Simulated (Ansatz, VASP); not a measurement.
# Nb in VASP and in Ansatz

Contents of INCAR:

```
SYSTEM = Nb
ALGO = Normal
EDIFF = 1E-6
ENCUT = 500
GGA = PE
GGA_COMPAT = .False.
ISIF = 2
ISMEAR = 0
LASPH = .True.
LCHARG = .True.
LELF = .True.
LREAL = .False.
LVHAR = .True.
LWAVE = .False.
NBANDS = 12
NELM = 120
PREC = Accurate
SIGMA = 0.05
```

KPOINTS

```
k-points
0
Gamma
  8 8 8
  0 0 0
```

Contents of POSCAR:

```
Nb
1.0
    0.0000000000      2.1112393916      2.1112393916
    2.1112393916      0.0000000000      2.1112393916
    2.1112393916      2.1112393916      0.0000000000
Nb
1
Direct
    0.0000000000      0.0000000000      0.0000000000
```

Input for Ansatz:

```yaml
crystal:
  lattice:
    - [0.0, 2.1112393916, 2.1112393916]
    - [2.1112393916, 0.0, 2.1112393916]
    - [2.1112393916, 2.1112393916, 0.0]
  atoms:
    - { symbol: Nb, position: [0.0, 0.0, 0.0] }
basis:
  ecutwfc: 420
  ecutrho_ratio: 4
kpoints:
  mp_grid: { grid: [8, 8, 8] }
hamiltonian:
  xc: pbe
scf:
  occupations: { method: gaussian, width: 0.05 }
output:
  forces: true
  stress: true
  eigenvalues: true
```

Alike in both runs: task single point; functional PBE; k mesh 8 × 8 × 8; occupations gaussian, width 0.05 eV; no spin polarisation.

|  | VASP | Ansatz |
| --- | --- | --- |
| version | VASP 6.6.1 | Ansatz 0.2.0 |
| potentials or method | VASP PAW PBE potentials, release 64 (Nb_sv), cutoff 500 eV | scalar-relativistic, plane waves, PAW |
| valence electrons in the cell | 13 | 13 |

VASP gave:

| Item | Value |
| --- | --- |
| gap on the k mesh at the Fermi level (eV) | none |
| pressure (GPa) | -1.1 |

Question: Which values does Ansatz return?

Answer: gap on the k mesh at the Fermi level (eV): none; pressure (GPa): -0.8.

A gap of «none» marks a metal or a gap that the smearing closes.
